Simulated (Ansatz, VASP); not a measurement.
**One calculation of MgB2, two programs**

```
CELL_PARAMETERS angstrom
3.02202 0.00000 0.00000
-1.51101 2.61715 0.00000
0.00000 0.00000 3.45108
ATOMIC_POSITIONS crystal
Mg 0.00000 0.00000 0.00000
B 0.33333 0.66667 0.50000
B 0.66667 0.33333 0.50000
```

Change from the starting cell: volume scaled by 0.94, crystal datasets.

Alike in both runs: task electric field gradients; functional LDA; k mesh 12 × 12 × 9; occupations fermi-dirac, width 0.05 eV; no spin polarisation.

|  | VASP | Ansatz |
| --- | --- | --- |
| version | VASP 6.6.1 | Ansatz 0.2.0 |
| potentials or method | VASP PAW LDA potentials, release 64 (Mg, B), cutoff 520 eV | all-electron PAW with datasets made for the crystal, scalar-relativistic |

Ansatz gave:

- pressure (GPa): 1.9
- traceless stress, the component that is largest in VASP (GPa): -1.89
- size of Vzz on the site where it differs most (V/Å²): 18.2

**Question.** Which values does VASP return?

**Answer.** Pressure (GPa): 1.3; traceless stress, the component that is largest in VASP (GPa): -2.01; size of Vzz on the site where it differs most (V/Å²): 20.4.

LDA's correlation is that of Perdew and Zunger in VASP and of Perdew and Wang (1992) in Ansatz. Ansatz ran all-electron here, and VASP with PAW potentials.
